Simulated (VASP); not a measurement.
The system is Co.

```
Co
1.0
     2.47200    0.00000    0.00000
    -1.23600    2.14081    0.00000
     0.00000    0.00000    4.02114
Co
2
Direct
  0.66667 0.33333 0.75000
  0.33333 0.66667 0.25000
```

| Quantity | Value |
| --- | --- |
| Program | VASP 6.6.1 |
| Task | relaxation of cell and atoms |
| Functional | PBEsol |
| Dispersion | D3(BJ) |
| Potentials or basis | VASP PAW PBE potentials, release 64 (Co) |
| Cutoff | 600 eV |
| k mesh | 12 × 12 × 7 |
| Occupations | fermi-dirac, width 0.05 eV |
| Spin | collinear spin, ferromagnetic start |
| Starting moments | [2.0, 2.0] μB |

At the start: pressure -12.5 GPa; volume 10.64 Å³/atom.

Question: How do energy, volume and symmetry change on relaxing?

Answer: Over 5 steps the energy falls by 24.9 meV/atom and the volume is 10.05 Å³/atom (-5.6 %); space group P6_3/mmc (No. 194, to 0.1 Å) before and after; moment 3.03 μB per cell.

The path:
```
step  energy change (eV)  largest force (eV/Å)  pressure (GPa)  volume (Å³)
   1              0.0000                0.0000          -12.50        21.28
   2              0.0265                0.0000           20.61        18.82
   3             -0.0496                0.0000           -0.15        20.11
   4             -0.0496                0.0000            0.11        20.09
   5             -0.0498                0.0000            0.06        20.10
```

Final structure:
```xyz
2
Lattice="2.4316 0.0000 0.0000 -1.2158 2.1059 0.0000 0.0000 0.0000 3.9247" Properties=species:S:1:pos:R:3 pbc="T T T"
Co    1.2158    0.7020    2.9435
Co    0.0000    1.4039    0.9812
```

Caveat: the PAW data sets were made with another functional, which shifts forces and pressure a little.
